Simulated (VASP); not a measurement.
# BeS (Pm-3m) in VASP: further runs

BeS is run at these levels: LDA, PBEsol; tasks: single point.

Everything below comes from runs of VASP 6.6.1. Logs are shortened: lines on timing, memory, paths and dates and some standing lists are left out, and cuts for length are marked.

## (1) The cell of the first run

The structure is cubic, space group Pm-3m (No. 221). The conventional cell has a = 2.941 Å, b = 2.941 Å, c = 2.941 Å, α = 90.00°, β = 90.00°, γ = 90.00°. Be (site symmetry m-3m) has 8 S at 2.55 Å and 6 Be at 2.94 Å within 3.4 Å. Within 3.4 Å of S (site symmetry m-3m) lie 8 Be at 2.55 Å and 6 S at 2.94 Å.

## (2) Single point, LDA

The input, INCAR:

```
SYSTEM = BeS
PREC = Accurate
ENCUT = 600
EDIFF = 1E-6
ISMEAR = -1
SIGMA = 0.02
LREAL = .FALSE.
LASPH = .TRUE.
NELM = 120
ALGO = Normal
ISIF = 2
LWAVE = .FALSE.
LCHARG = .FALSE.
GGA = CA
NBANDS = 11
GGA_COMPAT = .FALSE.
```

The input, KPOINTS:

```
regular mesh
0
G
  6 6 6
  0 0 0
```

The input, POSCAR:

```
BeS
1.0
    2.9413850405      0.0000000000      0.0000000000
    0.0000000000      2.9413850405      0.0000000000
    0.0000000000      0.0000000000      2.9413850405
Be S
1 1
Direct
    0.0000000000      0.0000000000      0.0000000000
    0.5000000000      0.5000000000      0.5000000000
```

Potentials or basis: VASP PAW LDA potentials, release 64 (Be, S).

Run with:

```
$ cat potpaw_LDA.64/Be/POTCAR potpaw_LDA.64/S/POTCAR > POTCAR
$ mpirun -np 1 vasp_std > vasp.out
```

OUTCAR:

```text
SYSTEM = BeS
   PREC = Accurate
   ENCUT = 600
   EDIFF = 1E-6
   ISMEAR = -1
   LREAL = .FALSE.
   LASPH = .TRUE.
   NELM = 120
   ISIF = 2
   GGA = CA

 ion  position               nearest neighbor table
   1  0.000  0.000  0.000-   2 2.55   2 2.55   2 2.55   2 2.55   2 2.55   2 2.55   2 2.55   2 2.55

   2  0.500  0.500  0.500-   1 2.55   1 2.55   1 2.55   1 2.55   1 2.55   1 2.55   1 2.55   1 2.55

  LATTYP: Found a simple cubic cell.
 ALAT       =     2.9413850405

  Lattice vectors:

 A1 = (   2.9413850405,   0.0000000000,   0.0000000000)
 A2 = (   0.0000000000,   2.9413850405,   0.0000000000)
 A3 = (   0.0000000000,   0.0000000000,   2.9413850405)

Analysis of symmetry for initial positions (statically):
=====================================================================
 Subroutine PRICEL returns:
 Original cell was already a primitive cell.

 Routine SETGRP: Setting up the symmetry group for a
 simple cubic supercell.

 Subroutine GETGRP returns: Found 48 space group operations
 (whereof 48 operations were pure point group operations)
 out of a pool of 48 trial point group operations.

The static configuration has the point symmetry O_h .

Analysis of symmetry for dynamics (positions and initial velocities):
=====================================================================
 Subroutine PRICEL returns:
 Original cell was already a primitive cell.

 Routine SETGRP: Setting up the symmetry group for a
 simple cubic supercell.

 Subroutine GETGRP returns: Found 48 space group operations
 (whereof 48 operations were pure point group operations)
 out of a pool of 48 trial point group operations.

The dynamic configuration has the point symmetry O_h .

 Subroutine INISYM returns: Found 48 space group operations
 (whereof 48 operations are pure point group operations),
 and found     1 'primitive' translations

----------------------------------------------------------------------------------------

                                     Primitive cell

  volume of cell :      25.4481

  direct lattice vectors                    reciprocal lattice vectors
     2.941385041  0.000000000  0.000000000     0.339975891  0.000000000  0.000000000
     0.000000000  2.941385041  0.000000000     0.000000000  0.339975891  0.000000000
     0.000000000  0.000000000  2.941385041     0.000000000  0.000000000  0.339975891

  length of vectors
     2.941385041  2.941385041  2.941385041     0.339975891  0.339975891  0.339975891

  position of ions in fractional coordinates (direct lattice)
     0.000000000  0.000000000  0.000000000
     0.500000000  0.500000000  0.500000000

  ion indices of the primitive-cell ions
   primitive index   ion index
                 1           1
                 2           2

----------------------------------------------------------------------------------------

 KPOINTS: regular mesh

Automatic generation of k-mesh.
 Grid dimensions read from file:
 generate k-points for:    6    6    6

 Generating k-lattice:

  Cartesian coordinates                     Fractional coordinates (reciprocal lattice)
     0.056662649  0.000000000  0.000000000     0.166666667  0.000000000  0.000000000
     0.000000000  0.056662649  0.000000000     0.000000000  0.166666667  0.000000000
     0.000000000  0.000000000  0.056662649     0.000000000  0.000000000  0.166666667

  Length of vectors
     0.056662649  0.056662649  0.056662649

  Shift w.r.t. Gamma in fractional coordinates (k-lattice)
     0.000000000  0.000000000  0.000000000

 Subroutine IBZKPT returns following result:
 ===========================================

 Found     20 irreducible k-points:

 Following reciprocal coordinates:
            Coordinates               Weight
  0.000000  0.000000  0.000000      1.000000
  0.166667  0.000000  0.000000      6.000000
  0.333333  0.000000  0.000000      6.000000
  0.500000  0.000000  0.000000      3.000000
  0.166667  0.166667  0.000000     12.000000
  0.333333  0.166667  0.000000     24.000000
[... 12 lines left out ...]
  0.500000  0.500000  0.333333      6.000000
  0.500000  0.500000  0.500000      1.000000
   k-points           NKPTS =     20   k-points in BZ     NKDIM =     20   number of bands    NBANDS=     11
   number of dos      NEDOS =    301   number of ions     NIONS =      2
   total plane-waves  NPLWV =  13824
   dimension x,y,z NGX =    24 NGY =   24 NGZ =   24
   dimension x,y,z NGXF=    48 NGYF=   48 NGZF=   48
   ions per type =               1   1
   NGX,Y,Z   is equivalent  to a cutoff of  13.56, 13.56, 13.56 a.u.
   NGXF,Y,Z  is equivalent  to a cutoff of  27.13, 27.13, 27.13 a.u.
 SYSTEM =  BeS
   PREC   = accura    normal or accurate (medium, high low for compatibility)
   ISTART =      0    job   : 0-new  1-cont  2-samecut
   ICHARG =      2    charge: 1-file 2-atom 10-const
   ISPIN  =      1    spin polarized calculation?
   LNONCOLLINEAR =      F non collinear calculations
   LSORBIT =      F    spin-orbit coupling
   LASPH  =      T    aspherical Exc in radial PAW
   ENCUT  =  600.0 eV  44.10 Ry    6.64 a.u.   5.87  5.87  5.87*2*pi/ulx,y,z
   NELM   =    120;   NELMIN=  2; NELMDL= -5     # of ELM steps
   EDIFF  = 0.1E-05   stopping-criterion for ELM
   LREAL  =      F    real-space projection
   EDIFFG = 0.1E-04   stopping-criterion for IOM
   NSW    =      0    number of steps for IOM
   IBRION =     -1    ionic relax: 0-MD 1-quasi-New 2-CG
   NFREE  =      0    steps in history (QN), initial steepest desc. (CG)
   ISIF   =      2    stress and relaxation
   ISYM   =      2    0-nonsym 1-usesym 2-fastsym
   POTIM  = 0.5000    time-step for ionic-motion
   TEBEG  =    0.0;   TEEND  =   0.0 temperature during run
   PSTRESS=    0.0 pullay stress
   NELECT =       8.0000    total number of electrons
   NUPDOWN=      -1.0000    fix difference up-down
   EMIN   =  10.00;   EMAX   =-10.00  energy-range for DOS
   EFERMI =   0.00;   METHOD = LEGACY
   ISMEAR =    -1;   SIGMA  =   0.02  broadening in eV -4-tet -1-fermi 0-gaus
   EFERMI_NEDOS =   21; number of points for ismear=-14 and -15
   IALGO  =     38    algorithm
   IMIX   =      4    mixing-type and parameters
     AMIX     =   0.40;   BMIX     =  1.00
     AMIX_MAG =   1.60;   BMIX_MAG =  1.00
  volume/ion in A,a.u.               =      12.72        85.87
  Fermi-wavevector in a.u.,A,eV,Ry     =   1.113148  2.103545 16.858961  1.239099
  Thomas-Fermi vector in A             =   2.249730
   LORBIT       =      0    0 simple, 1 ext, 2 COOP (PROOUT), +10 PAW based schemes
   GGA     = CA    functional components
   LHFCALC =     F    Hartree Fock is set to
   AEXX    =    0.0000 exact exchange contribution
   IVDW    =     0    specifies the selected vdW correction
   LEPSILON=     F    determine dielectric tensor
   LRPA    =     F    only Hartree local field effects (RPA)
 non-spin polarized calculation
  energy-cutoff  :      600.00
  volume of cell :       25.45
 maximum number of plane-waves:       872
 NGX is ok and might be reduce to    24
   NGX = 11   NGY = 11   NGZ = 11

 number of electron       8.0000001 magnetization

 Free energy of the ion-electron system (eV)
  ---------------------------------------------------
  ext. energy  EPLUGINS =         0.00000000
  ---------------------------------------------------
  free energy    TOTEN  =        -8.20964393 eV

  energy without entropy =       -8.20654890  energy(sigma->0) =       -8.20809642

 E-fermi :   7.2453     XC(G=0): -10.7611

 val. band max:        7.2356355203   @ k =   0.5000   0.3333   0.1667
 cond. band min:       7.3166949724   @ k =   0.5000   0.0000   0.0000
 fundamental gap:      0.0810594521
 Fermi energy:         7.2452709829

 k-point     1 :       0.0000    0.0000    0.0000
  band No.  band energies     occupation
      1      -8.6674      2.00000
      2       5.6035      2.00000
      3       5.6035      2.00000
      4       5.6035      2.00000
      5       8.9371      0.00000
      6      12.3686      0.00000
      7      12.3686      0.00000
      8      17.0985      0.00000
      9      17.0985      0.00000
     10      17.0985      0.00000
     11      23.2921      0.00000

 k-point     2 :       0.1667    0.0000    0.0000
  band No.  band energies     occupation
      1      -8.3340      2.00000
      2       3.1664      2.00000
      3       5.9222      2.00000
      4       5.9222      2.00000
      5       9.7151      0.00000
      6      12.7873      0.00000
      7      14.6433      0.00000
      8      15.8696      0.00000
      9      15.8696      0.00000
     10      16.7974      0.00000
     11      23.6105      0.00000

 k-point     3 :       0.3333    0.0000    0.0000
  band No.  band energies     occupation
      1      -7.4784      2.00000
      2       0.1322      2.00000
      3       6.7367      2.00000
      4       6.7367      2.00000
      5      10.3720      0.00000
      6      13.6377      0.00000
      7      13.6377      0.00000
      8      13.9407      0.00000
      9      14.6889      0.00000
     10      20.7401      0.00000
     11      20.9873      0.00000

 k-point     4 :       0.5000    0.0000    0.0000
  band No.  band energies     occupation
      1      -6.8652      2.00000
      2      -1.2543      2.00000
      3       7.3167      0.05471
      4       7.3167      0.05471
      5      10.7343      0.00000
      6      12.4743      0.00000
      7      12.4743      0.00000
      8      14.0669      0.00000
      9      14.9352      0.00000
     10      19.0695      0.00000
     11      24.7467      0.00000
[... 183 lines left out ...]
 k-point    18 :       0.5000    0.3333    0.3333
  band No.  band energies     occupation
      1      -4.5192      2.00000
      2       1.2035      2.00000
      3       2.9107      2.00000
      4       3.6133      2.00000
      5       7.6532      0.00000
      6       8.2557      0.00000
      7       9.9713      0.00000
      8      13.1390      0.00000
      9      23.1065      0.00000
     10      23.5083      0.00000
     11      24.3845      0.00000

 k-point    19 :       0.5000    0.5000    0.3333
  band No.  band energies     occupation
      1      -3.9611      2.00000
      2       1.9541      2.00000
      3       1.9541      2.00000
      4       4.0459      2.00000
      5       6.4016      2.00000
      6       8.5055      0.00000
      7       8.5055      0.00000
      8      12.1153      0.00000
      9      24.2828      0.00000
     10      25.4508      0.00000
     11      25.4508      0.00000

 k-point    20 :       0.5000    0.5000    0.5000
  band No.  band energies     occupation
      1      -3.4602      2.00000
      2       2.8665      2.00000
      3       2.8665      2.00000
      4       2.8665      2.00000
      5       6.7772      2.00000
      6       6.7772      2.00000
      7       6.7772      2.00000
      8      11.2248      0.00000
      9      27.8491      0.00000
     10      27.8491      0.00000
     11      27.8493      0.00000

------------------------ aborting loop because EDIFF is reached ----------------------------------------

  FORCE on cell =-STRESS in cart. coord.  units (eV):
  Direction    XX          YY          ZZ          XY          YZ          ZX
  --------------------------------------------------------------------------------------
  -------------------------------------------------------------------------------------
  Total       -1.0798920     -1.0798920     -1.0798920     -0.0000000      0.0000000     -0.0000000
  in kB      -67.9884687    -67.9884687    -67.9884687     -0.0000000      0.0000000     -0.0000000
  external PRESSURE =     -67.9884687 kB  Pullay stress =       0.0000000 kB

 VOLUME and BASIS-vectors are now :
 -----------------------------------------------------------------------------
  energy-cutoff  :      600.00
  volume of cell :       25.45
      direct lattice vectors                 reciprocal lattice vectors
     2.941385041  0.000000000  0.000000000     0.339975891  0.000000000  0.000000000
     0.000000000  2.941385041  0.000000000     0.000000000  0.339975891  0.000000000
     0.000000000  0.000000000  2.941385041     0.000000000  0.000000000  0.339975891

 POSITION                                       TOTAL-FORCE (eV/Angst)
 -----------------------------------------------------------------------------------
      0.00000      0.00000      0.00000         0.000000      0.000000      0.000000
      1.47069      1.47069      1.47069         0.000000      0.000000      0.000000
 -----------------------------------------------------------------------------------
    total drift:                               -0.000000     -0.000000     -0.000000

  FREE ENERGIE OF THE ION-ELECTRON SYSTEM (eV)
  ---------------------------------------------------
  free  energy   TOTEN  =        -8.2096439348 eV

  energy  without entropy=       -8.2065488977  energy(sigma->0) =       -8.20809642
```

Wall time 6.5 s (1 thread of Intel Xeon 8259CL, shared host); peak memory 0.12 GiB.

What came out:

- Free energy: -8.2096 eV
- Pressure: -6.8 GPa
- Band gap on the k mesh: zero (bands 4 and 5 overlap by 1.22 eV)

Caveat: the cell stands under tension; the structure was generated, so it needn't be the stable form of BeS.

(Part 1 of 2 ends here.)

The gap in the log of VASP goes by the Fermi energy; the results here count the filled bands.